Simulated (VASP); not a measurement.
# AlBSb2: single point with PBE

The system is AlBSb2.

```
B Sb Al
1.0
     4.02753    0.00000    0.00000
     0.00000    4.02753    0.00000
     0.00000    0.00000    5.91504
B Sb Al
1 2 1
Direct
  0.00000 0.00000 0.00000
  0.00000 0.50000 0.21348
  0.50000 0.00000 0.78652
  0.50000 0.50000 0.50000
```

| Item | Value |
| --- | --- |
| Program | VASP 6.6.1 |
| Task | single point |
| Functional | PBE |
| Potentials or basis | VASP PAW PBE potentials, release 64 (B, Sb, Al) |
| Cutoff | 520 eV |
| k mesh | 6 × 6 × 4 |
| Occupations | fermi-dirac, width 0.02 eV |
| Spin | no spin polarisation |
| Dipole correction | no |
| Further INCAR settings | ALGO = Normal; EDIFF = 1e-06; NBANDS = 16 |

The pressure is 0.2 GPa and the band gap on the k mesh is zero (filled and empty bands touch).

Levels at points of the mesh, in eV from the Fermi level:
| k point | band 5 | band 6 | band 7 | band 8 | band 9 | band 10 | band 11 | band 12 |
| --- | --- | --- | --- | --- | --- | --- | --- | --- |
| (0.00, 0.00, 0.00) | -3.26 | -0.39 | -0.06 | 0.00 | 0.00 | 0.66 | 2.21 | 2.41 |
| (0.50, 0.00, 0.00) | -4.32 | -3.54 | -2.32 | -0.80 | 1.31 | 2.82 | 3.37 | 4.03 |
| (0.50, 0.50, 0.00) | -3.45 | -3.24 | -3.24 | -2.81 | 0.48 | 0.77 | 0.78 | 0.78 |
| (0.00, 0.00, 0.50) | -2.94 | -2.94 | -1.12 | -1.12 | 0.68 | 0.80 | 2.73 | 3.29 |
| (0.50, 0.00, 0.50) | -2.27 | -1.68 | -1.64 | -0.71 | 0.06 | 1.43 | 2.82 | 3.40 |
| (0.50, 0.50, 0.50) | -4.21 | -4.02 | -3.79 | -3.79 | 3.15 | 3.22 | 3.22 | 3.99 |

It took 24 s on 1 thread of AMD EPYC 9R45 96-Core Processor (Zen 5), with other jobs on the host, peak memory 0.19 GiB.

Caveat: spin-orbit coupling is left out, which moves the levels of the heavy elements.
